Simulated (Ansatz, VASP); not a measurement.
# Hf in VASP and in Ansatz

File INCAR:

```
PREC = Accurate
ENCUT = 500
EDIFF = 1E-6
ISMEAR = -1
SIGMA = 0.05
LREAL = False
LASPH = True
NELM = 120
ALGO = Normal
ISIF = 2
LWAVE = False
LCHARG = False
GGA = RP
NBANDS = 11
GGA_COMPAT = False
```

File KPOINTS:

```
regular mesh
0
Gamma
  10 10 10
```

File POSCAR:

```
Hf
1.0
    0.0000000000      2.2200000000      2.2200000000
    2.2200000000      0.0000000000      2.2200000000
    2.2200000000      2.2200000000      0.0000000000
Hf
1
Direct
    0.0000000000      0.0000000000      0.0000000000
```

Input for Ansatz:

```yaml
crystal:
  lattice:
    bravais: fcc
    a: 4.44
  space_group: 225
  atoms:
    - { symbol: Hf, position: [0.0, 0.0, 0.0] }
  reduce_to_primitive: true
basis:
  ecutwfc: 557.833418042754
kpoints:
  mp_grid:
    grid: [10, 10, 10]
    shift: [0.0, 0.0, 0.0]
hamiltonian:
  xc: rpbe
scf:
  occupations:
    method: fermi_dirac
    width: 0.05
output:
  stress: true
```

Alike in both runs: task single point; functional RPBE; k mesh 10 × 10 × 10; occupations fermi-dirac, width 0.05 eV; no spin polarisation.

|  | VASP | Ansatz |
| --- | --- | --- |
| version | VASP 6.6.1 | Ansatz 0.2.0 |
| potentials or method | VASP PAW PBE potentials, release 64 (Hf_pv), cutoff 500 eV | plane waves, PAW |
| valence electrons in the cell | 10 | 26 |

Ansatz gave:

- pressure (GPa): 6.0

Task: Estimate VASP's values.

Result: Pressure (GPa): 5.5.

VASP's potentials were made for PBE, not for RPBE. VASP's potentials hold 10 valence electrons a cell and Ansatz's 26, so a difference there can come from the potentials and not from the codes.

Spin-orbit coupling is off throughout.
